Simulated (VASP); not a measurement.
# Cd2Mo (Fm-3m) in VASP: relaxation of cell and atoms with PBE

Aim: the relaxation of cell and atoms of Cd2Mo with PBE.

Program: VASP 6.6.1. These are calculated values, not measurements. Logs are shortened: lines on timing, memory, paths and dates and some standing lists are left out, and cuts for length are marked.

## Step 1: The cell of the first run

It takes space group Fm-3m (No. 225, cubic). The conventional cell has a = 6.253 Å, b = 6.253 Å, c = 6.253 Å, α = 90.00°, β = 90.00°, γ = 90.00°. Cd (site symmetry -43m) has 4 Mo at 2.71 Å and 6 Cd at 3.13 Å within 3.6 Å. Within 3.6 Å of Mo (site symmetry m-3m) lie 8 Cd at 2.71 Å.

## Step 2: Relaxation of cell and atoms, PBE

INCAR

```
PREC = Accurate ; ENCUT = 630
EDIFF = 1E-7 ; ISMEAR = 0
SIGMA = 0.1 ; LREAL = F
LASPH = T ; NELM = 120
ALGO = Normal ; ISIF = 3
LWAVE = F ; LCHARG = F
GGA = PE ; IBRION = 2
NSW = 90 ; EDIFFG = -0.04
GGA_COMPAT = F ; NELMIN = 4
```

KPOINTS

```
regular mesh
0
Gamma
  6 6 6
```

POSCAR

```
Cd2Mo
1.0
    0.0000000000      3.1265817547      3.1265817547
    3.1265817547      0.0000000000      3.1265817547
    3.1265817547      3.1265817547      0.0000000000
Cd Mo
2 1
Direct
    0.2500000000      0.2500000000      0.2500000000
    0.7500000000      0.7500000000      0.7500000000
    0.0000000000      0.0000000000      0.0000000000
```

Potentials or basis: VASP PAW PBE potentials, release 64 (Cd_sv_GW, Mo_sv).

Launch:

```bash
$ cat potpaw_PBE.64/Cd_sv_GW/POTCAR potpaw_PBE.64/Mo_sv/POTCAR > POTCAR
$ mpirun -np 1 vasp_std > vasp.out
```

OUTCAR:

```text
PREC = Accurate
   ENCUT = 630
   EDIFF = 1E-7
   ISMEAR = 0
   LREAL = F
   LASPH = T
   NELM = 120
   ISIF = 3
   GGA = PE
   IBRION = 2
   NSW = 90
   EDIFFG = -0.04
   NELMIN = 4

 ion  position               nearest neighbor table
   1  0.250  0.250  0.250-   3 2.71   3 2.71   3 2.71   3 2.71
   2  0.750  0.750  0.750-   3 2.71   3 2.71   3 2.71   3 2.71
   3  0.000  0.000  0.000-   2 2.71   2 2.71   2 2.71   1 2.71   2 2.71   1 2.71   1 2.71   1 2.71

  LATTYP: Found a face centered cubic cell.
 ALAT       =     6.2531635094

  Lattice vectors:

 A1 = (   0.0000000000,   3.1265817547,   3.1265817547)
 A2 = (   3.1265817547,   0.0000000000,   3.1265817547)
 A3 = (   3.1265817547,   3.1265817547,   0.0000000000)

Analysis of symmetry for initial positions (statically):
=====================================================================
 Subroutine PRICEL returns:
 Original cell was already a primitive cell.

 Routine SETGRP: Setting up the symmetry group for a
 face centered cubic supercell.

 Subroutine GETGRP returns: Found 48 space group operations
 (whereof 48 operations were pure point group operations)
 out of a pool of 48 trial point group operations.

The static configuration has the point symmetry O_h .

Analysis of symmetry for dynamics (positions and initial velocities):
=====================================================================
 Subroutine PRICEL returns:
 Original cell was already a primitive cell.

 Routine SETGRP: Setting up the symmetry group for a
 face centered cubic supercell.

 Subroutine GETGRP returns: Found 48 space group operations
 (whereof 48 operations were pure point group operations)
 out of a pool of 48 trial point group operations.

The dynamic configuration has the point symmetry O_h .

 Subroutine INISYM returns: Found 48 space group operations
 (whereof 48 operations are pure point group operations),
 and found     1 'primitive' translations

----------------------------------------------------------------------------------------

                                     Primitive cell

  volume of cell :      61.1279

  direct lattice vectors                    reciprocal lattice vectors
     0.000000000  3.126581755  3.126581755    -0.159919055  0.159919055  0.159919055
     3.126581755  0.000000000  3.126581755     0.159919055 -0.159919055  0.159919055
     3.126581755  3.126581755  0.000000000     0.159919055  0.159919055 -0.159919055

  length of vectors
     4.421654321  4.421654321  4.421654321     0.276987929  0.276987929  0.276987929

  position of ions in fractional coordinates (direct lattice)
     0.250000000  0.250000000  0.250000000
     0.750000000  0.750000000  0.750000000
     0.000000000  0.000000000  0.000000000

  ion indices of the primitive-cell ions
   primitive index   ion index
                 1           1
                 2           2
                 3           3

----------------------------------------------------------------------------------------

 KPOINTS: regular mesh

Automatic generation of k-mesh.
 Grid dimensions read from file:
 generate k-points for:    6    6    6

 Generating k-lattice:

  Cartesian coordinates                     Fractional coordinates (reciprocal lattice)
    -0.026653176  0.026653176  0.026653176     0.166666667  0.000000000  0.000000000
     0.026653176 -0.026653176  0.026653176     0.000000000  0.166666667  0.000000000
     0.026653176  0.026653176 -0.026653176     0.000000000  0.000000000  0.166666667

  Length of vectors
     0.046164655  0.046164655  0.046164655

  Shift w.r.t. Gamma in fractional coordinates (k-lattice)
     0.000000000  0.000000000  0.000000000

 Subroutine IBZKPT returns following result:
 ===========================================

 Found     16 irreducible k-points:

 Following reciprocal coordinates:
            Coordinates               Weight
  0.000000  0.000000  0.000000      1.000000
  0.166667  0.000000  0.000000      8.000000
  0.333333  0.000000  0.000000      8.000000
  0.500000  0.000000  0.000000      4.000000
  0.166667  0.166667  0.000000      6.000000
  0.333333  0.166667  0.000000     24.000000
[... 8 lines left out ...]
 -0.333333  0.333333  0.166667     24.000000
 -0.333333  0.500000  0.166667     12.000000
   k-points           NKPTS =     16   k-points in BZ     NKDIM =     16   number of bands    NBANDS=     32
   number of dos      NEDOS =    301   number of ions     NIONS =      3
   total plane-waves  NPLWV =  46656
   dimension x,y,z NGX =    36 NGY =   36 NGZ =   36
   dimension x,y,z NGXF=    72 NGYF=   72 NGZF=   72
   ions per type =               2   1
   NGX,Y,Z   is equivalent  to a cutoff of  13.54, 13.54, 13.54 a.u.
   NGXF,Y,Z  is equivalent  to a cutoff of  27.07, 27.07, 27.07 a.u.
 SYSTEM =  unknown system
   PREC   = accura    normal or accurate (medium, high low for compatibility)
   ISTART =      0    job   : 0-new  1-cont  2-samecut
   ICHARG =      2    charge: 1-file 2-atom 10-const
   ISPIN  =      1    spin polarized calculation?
   LNONCOLLINEAR =      F non collinear calculations
   LSORBIT =      F    spin-orbit coupling
   LASPH  =      T    aspherical Exc in radial PAW
   ENCUT  =  630.0 eV  46.30 Ry    6.80 a.u.   9.05  9.05  9.05*2*pi/ulx,y,z
   NELM   =    120;   NELMIN=  4; NELMDL= -5     # of ELM steps
   EDIFF  = 0.1E-06   stopping-criterion for ELM
   LREAL  =      F    real-space projection
   EDIFFG = -.4E-01   stopping-criterion for IOM
   NSW    =     90    number of steps for IOM
   IBRION =      2    ionic relax: 0-MD 1-quasi-New 2-CG
   NFREE  =      1    steps in history (QN), initial steepest desc. (CG)
   ISIF   =      3    stress and relaxation
   ISYM   =      2    0-nonsym 1-usesym 2-fastsym
   POTIM  = 0.5000    time-step for ionic-motion
   TEBEG  =    0.0;   TEEND  =   0.0 temperature during run
   PSTRESS=    0.0 pullay stress
   NELECT =      54.0000    total number of electrons
   NUPDOWN=      -1.0000    fix difference up-down
   EMIN   =  10.00;   EMAX   =-10.00  energy-range for DOS
   EFERMI =   0.00;   METHOD = LEGACY
   ISMEAR =     0;   SIGMA  =   0.10  broadening in eV -4-tet -1-fermi 0-gaus
   EFERMI_NEDOS =   21; number of points for ismear=-14 and -15
   IALGO  =     38    algorithm
   IMIX   =      4    mixing-type and parameters
     AMIX     =   0.40;   BMIX     =  1.00
     AMIX_MAG =   1.60;   BMIX_MAG =  1.00
  volume/ion in A,a.u.               =      20.38       137.50
  Fermi-wavevector in a.u.,A,eV,Ry     =   1.570820  2.968419 33.572022  2.467474
  Thomas-Fermi vector in A             =   2.672496
   LORBIT       =      0    0 simple, 1 ext, 2 COOP (PROOUT), +10 PAW based schemes
   GGA     = PE    functional components
   LHFCALC =     F    Hartree Fock is set to
   AEXX    =    0.0000 exact exchange contribution
   IVDW    =     0    specifies the selected vdW correction
   LEPSILON=     F    determine dielectric tensor
   LRPA    =     F    only Hartree local field effects (RPA)
 conjugate gradient relaxation of ions
 non-spin polarized calculation
 Gauss-broadening in eV      SIGMA  =   0.10
  energy-cutoff  :      630.00
  volume of cell :       61.13
 maximum number of plane-waves:      2210
   NGX = 19   NGY = 19   NGZ = 19

--------------------------------------- Ionic step        1  -------------------------------------------

 number of electron      53.9999975 magnetization

 Free energy of the ion-electron system (eV)
  ---------------------------------------------------
  ext. energy  EPLUGINS =         0.00000000
  ---------------------------------------------------
  free energy    TOTEN  =        -8.90583530 eV

  energy without entropy =       -8.87746809  energy(sigma->0) =       -8.89165170

------------------------ aborting loop because EDIFF is reached ----------------------------------------

  FORCE on cell =-STRESS in cart. coord.  units (eV):
  Direction    XX          YY          ZZ          XY          YZ          ZX
  --------------------------------------------------------------------------------------
  -------------------------------------------------------------------------------------
  Total        4.6118857      4.6118857      4.6118857      0.0000000     -0.0000000      0.0000000
  in kB      120.8786936    120.8786936    120.8786936      0.0000000     -0.0000000      0.0000000
  external PRESSURE =     120.8786936 kB  Pullay stress =       0.0000000 kB

 VOLUME and BASIS-vectors are now :
 -----------------------------------------------------------------------------
  energy-cutoff  :      630.00
  volume of cell :       61.13
      direct lattice vectors                 reciprocal lattice vectors
     0.000000000  3.126581755  3.126581755    -0.159919055  0.159919055  0.159919055
     3.126581755  0.000000000  3.126581755     0.159919055 -0.159919055  0.159919055
     3.126581755  3.126581755  0.000000000     0.159919055  0.159919055 -0.159919055

 POSITION                                       TOTAL-FORCE (eV/Angst)
 -----------------------------------------------------------------------------------
      1.56329      1.56329      1.56329        -0.000000     -0.000000     -0.000000
      4.68987      4.68987      4.68987         0.000000      0.000000      0.000000
      0.00000      0.00000      0.00000        -0.000000      0.000000      0.000000
 -----------------------------------------------------------------------------------
    total drift:                                0.000000      0.000000      0.000000

  FREE ENERGIE OF THE ION-ELECTRON SYSTEM (eV)
  ---------------------------------------------------
  free  energy   TOTEN  =        -8.9058352996 eV
[... 17 lines left out ...]
 VOLUME and BASIS-vectors are now :
 -----------------------------------------------------------------------------
  energy-cutoff  :      630.00
  volume of cell :       75.76
      direct lattice vectors                 reciprocal lattice vectors
    -0.000000000  3.358459071  3.358459071    -0.148877801  0.148877801  0.148877801
     3.358459071 -0.000000000  3.358459071     0.148877801 -0.148877801  0.148877801
     3.358459071  3.358459071  0.000000000     0.148877801  0.148877801 -0.148877801

 POSITION                                       TOTAL-FORCE (eV/Angst)
 -----------------------------------------------------------------------------------
      1.67923      1.67923      1.67923        -0.000000     -0.000000     -0.000000
      5.03769      5.03769      5.03769         0.000000      0.000000      0.000000
      3.35846      3.35846      0.00000         0.000000      0.000000      0.000000
 -----------------------------------------------------------------------------------
    total drift:                                0.000000      0.000000      0.000000

  FREE ENERGIE OF THE ION-ELECTRON SYSTEM (eV)
  ---------------------------------------------------
  free  energy   TOTEN  =        -8.9777691955 eV

  energy  without entropy=       -8.9447511840  energy(sigma->0) =       -8.96126019

--------------------------------------- Ionic step        3  -------------------------------------------

 number of electron      54.0000001 magnetization

 Free energy of the ion-electron system (eV)
  ---------------------------------------------------
  ext. energy  EPLUGINS =         0.00000000
  ---------------------------------------------------
  free energy    TOTEN  =        -9.15096494 eV

  energy without entropy =       -9.11990500  energy(sigma->0) =       -9.13543497

 E-fermi :   5.9172     XC(G=0): -10.9137

 val. band max:        5.8733944472   @ k =   0.5000   0.5000   0.0000
 cond. band min:       5.9238270318   @ k =   0.3333   0.3333   0.0000
 fundamental gap:      0.0504325845
 Fermi energy:         5.9171969003

 k-point     1 :       0.0000    0.0000    0.0000
  band No.  band energies     occupation
      1     -96.5376      2.00000
      2     -96.5362      2.00000
      3     -57.5771      2.00000
      4     -57.5771      2.00000
      5     -57.5771      2.00000
      6     -57.5668      2.00000
[... 24 lines left out ...]
     31      13.0280      0.00000
     32      13.0837      0.00000
[... 536 lines left out ...]
 VOLUME and BASIS-vectors are now :
 -----------------------------------------------------------------------------
  energy-cutoff  :      630.00
  volume of cell :       68.43
      direct lattice vectors                 reciprocal lattice vectors
    -0.000000000  3.246473626  3.246473626    -0.154013264  0.154013264  0.154013264
     3.246473626 -0.000000000  3.246473626     0.154013264 -0.154013264  0.154013264
     3.246473626  3.246473626  0.000000000     0.154013264  0.154013264 -0.154013264

 POSITION                                       TOTAL-FORCE (eV/Angst)
 -----------------------------------------------------------------------------------
      1.62324      1.62324      1.62324         0.000000     -0.000000      0.000000
      4.86971      4.86971      4.86971         0.000000      0.000000     -0.000000
      0.00000      0.00000      0.00000        -0.000000     -0.000000     -0.000000
 -----------------------------------------------------------------------------------
    total drift:                                0.000000      0.000000      0.000000

  FREE ENERGIE OF THE ION-ELECTRON SYSTEM (eV)
  ---------------------------------------------------
  free  energy   TOTEN  =        -9.1509649427 eV

  energy  without entropy=       -9.1199049962  energy(sigma->0) =       -9.13543497

 reached required accuracy - stopping structural energy minimisation
```

Wall time 2.2 min (1 thread of Intel Xeon Platinum 8259CL at 2.50GHz (Skylake/Cascade Lake), shared host); peak memory 0.23 GiB.

What came out:

```yaml
Free_energy: -9.1510 eV
Relaxed_volume: 22.81 Å³/atom
Relaxed_cell: a = 4.591 Å, b = 4.591 Å, c = 4.591 Å, α = 60.00°, β = 60.00°, γ = 60.00°
Space_group_after_relaxing_to_0.1_Å: Fm-3m (No. 225)
Energy_gained_by_relaxing: 81.7 meV/atom
Ionic_steps: 3
Pressure_after_relaxing: -0.1 GPa
Band_gap_on_the_k_mesh: zero (bands 27 and 28 overlap by 0.39 eV)
```

Step by step:
| step | energy change (eV) | largest force (eV/Å) | pressure (GPa) | volume (Å³) |
| --- | --- | --- | --- | --- |
| 1 | 0.0000 | 0.0000 | 12.09 | 61.13 |
| 2 | -0.0719 | 0.0000 | -6.77 | 75.76 |
| 3 | -0.2451 | 0.0000 | -0.11 | 68.43 |

Final structure:
```cif
data_structure
_symmetry_space_group_name_H-M 'P 1'
_symmetry_Int_Tables_number 1
_cell_length_a 4.5912
_cell_length_b 4.5912
_cell_length_c 4.5912
_cell_angle_alpha 60.000
_cell_angle_beta 60.000
_cell_angle_gamma 60.000
_cell_volume 68.43
loop_
_atom_site_label
_atom_site_type_symbol
_atom_site_fract_x
_atom_site_fract_y
_atom_site_fract_z
_atom_site_occupancy
Cd1 Cd 0.25000 0.25000 0.25000 1
Cd2 Cd 0.75000 0.75000 0.75000 1
Mo1 Mo 0.00000 0.00000 0.00000 1
```

Levels at points of the mesh, in eV from the Fermi level:
| k point | band 25 | band 26 | band 27 | band 28 | band 29 | band 30 |
| --- | --- | --- | --- | --- | --- | --- |
| (0.00, 0.00, 0.00) | -1.59 | -1.59 | 0.15 | 0.15 | 3.68 | 7.11 |
| (0.50, 0.00, 0.00) | -1.05 | -1.05 | 0.17 | 0.17 | 0.27 | 3.76 |
| (0.50, 0.50, 0.00) | -2.71 | -0.04 | 0.05 | 0.05 | 0.49 | 0.49 |

The gap in the log of VASP goes by the Fermi energy; the results here count the filled bands.